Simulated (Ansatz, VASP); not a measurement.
# One calculation of BaZrO3, two programs

File INCAR:

```
SYSTEM = BaZrO3
  PREC = Accurate
  ENCUT = 520
  EDIFF = 1E-6
  ISMEAR = 0
  SIGMA = 0.05
  LREAL = .FALSE.
  LASPH = .TRUE.
  NELM = 150
  ALGO = Normal
  ISIF = 2
  LWAVE = .FALSE.
  LCHARG = .TRUE.
  MAGMOM = 0 0 0 0 0 0 0 0 0 0 0 0 0 0 0
  LORBIT = 11
  LSORBIT = .TRUE.
  GGA_COMPAT = .FALSE.
  LORBMOM = .TRUE.
  LMAXMIX = 4
  GGA = PE
  LVHAR = .TRUE.
  NBANDS = 55
```

Contents of KPOINTS:

```
Automatic mesh
0
G
  4 4 4
  0 0 0
```

POSCAR

```
BaZrO3
1.0
    4.2500655122      0.0000000000      0.0000000000
    0.0000000000      4.2500655122      0.0000000000
    0.0000000000      0.0000000000      4.2500655122
Ba Zr O
1 1 3
Direct
    0.0000000000      0.0000000000      0.0000000000
    0.5000000000      0.5000000000      0.5000000000
    0.0000000000      0.5000000000      0.5000000000
    0.5000000000      0.5000000000      0.0000000000
    0.5000000000      0.0000000000      0.5000000000
```

Input for Ansatz:

```yaml
crystal:
  lattice:
    - [4.2500655122, 0.0, 0.0]
    - [0.0, 4.2500655122, 0.0]
    - [0.0, 0.0, 4.2500655122]
  atoms:
    - { symbol: Ba, position: [0.0, 0.0, 0.0] }
    - { symbol: Zr, position: [0.5, 0.5, 0.5] }
    - { symbol: O, position: [0.0, 0.5, 0.5] }
    - { symbol: O, position: [0.5, 0.5, 0.0] }
    - { symbol: O, position: [0.5, 0.0, 0.5] }
basis:
  ecutwfc: 420
  ecutrho_ratio: 4
kpoints:
  mp_grid: { grid: [4, 4, 4] }
hamiltonian:
  xc: pbe
scf:
  occupations: { method: gaussian, width: 0.05 }
output:
  forces: true
  stress: true
  eigenvalues: true
  populations: true
  topological_invariants: true
magnetization:
  noncollinear: true
  spin_orbit: true
```

Alike in both runs: task single point; functional PBE; k mesh 4 × 4 × 4; occupations gaussian, width 0.05 eV; non-collinear spin, spin-orbit coupling.

|  | VASP | Ansatz |
| --- | --- | --- |
| version | VASP 6.6.1 | Ansatz 0.2.0 |
| potentials or method | VASP PAW PBE potentials, release 64 (Ba_sv, Zr_sv, O), cutoff 520 eV | plane waves, PAW |
| valence electrons in the cell | 40 | 40 |

Ansatz gave:

- pressure (GPa): -2.3

Question: Which values does VASP return?

Answer: Pressure (GPa): -1.4.

With one functional, cell and mesh, what is left measures potentials, basis and numerics.

The k mesh is coarse, so the values compare programs but aren't converged.
